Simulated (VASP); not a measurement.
The system is BiB2Sb.

```
CELL_PARAMETERS angstrom
3.79320 0.00000 0.00000
0.00000 3.79320 0.00000
0.00000 0.00000 5.36456
ATOMIC_POSITIONS crystal
Sb 0.00000 0.00000 0.00000
B 0.00000 0.50000 0.76182
B 0.50000 0.00000 0.23818
Bi 0.50000 0.50000 0.50000
```

Base run:

```yaml
Program: VASP 6.6.1
Functional: r2SCAN
Potentials_or_basis: VASP PAW PBE potentials, release 64 (Sb, B, Bi_d)
Cutoff: 520 eV
k_mesh: 6 × 6 × 6
Occupations: gaussian, width 0.01 eV
Spin: no spin polarisation
```

Its results: band gap on the k mesh 0.76 eV (least direct gap 0.97 eV); pressure 0.2 GPa; largest force 0.051 eV/Å.

Problem. The run is repeated on the same cell with these changes: functional from r2SCAN to PBE0; k mesh from 6 × 6 × 6 to 4 × 4 × 4. What comes out?

Solution. Band gap on the k mesh 1.84 eV (least direct gap 2.02 eV); pressure -2.1 GPa; largest force 0.018 eV/Å.

Several settings changed at once.

Caveats: the PAW data sets were made with another functional, which shifts forces and pressure a little; spin-orbit coupling is left out, which moves the levels of the heavy elements.

A k mesh can miss the band edges.
